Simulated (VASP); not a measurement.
A run of VASP 6.6.1 is set up as follows.

INCAR

```
  ALGO = Normal
  EDIFF = 1E-6
  ENCUT = 520
  GGA = CA
  ISIF = 2
  ISMEAR = 1
  LASPH = T
  LCHARG = F
  LREAL = F
  LWAVE = F
  NBANDS = 28
  NELM = 80
  PREC = Accurate
  SIGMA = 0.05
```

Contents of KPOINTS:

```
k-points
0
Gamma
  6 6 6
```

POSCAR

```
BaTiO3
1.0
    4.0060000000      0.0000000000      0.0000000000
    0.0000000000      4.0060000000      0.0000000000
    0.0000000000      0.0000000000      4.0060000000
Ba Ti O
1 1 3
Direct
    0.5000000000      0.5000000000      0.5000000000
    0.0000000000      0.0000000000      0.0000000000
    0.5000000000      0.0000000000      0.0000000000
    0.0000000000      0.5000000000      0.0000000000
    0.0000000000      0.0000000000      0.5000000000
```

Potentials or basis: VASP PAW LDA potentials, release 64 (Ba_sv, Ti_sv, O).

The run is started by

```bash
$ cat potpaw_LDA.64/Ba_sv/POTCAR potpaw_LDA.64/Ti_sv/POTCAR potpaw_LDA.64/O/POTCAR > POTCAR
$ mpirun -np 1 vasp_std > vasp.out
```

Problem. Predict the band gap on the k mesh.

Solution. 1.65 eV, indirect (least direct gap 1.79 eV).

Problem. Estimate the pressure.

Solution. -7.3 GPa.

Caveat: spin-orbit coupling is left out, which moves the levels of the heavy elements. A k mesh can miss the band edges.
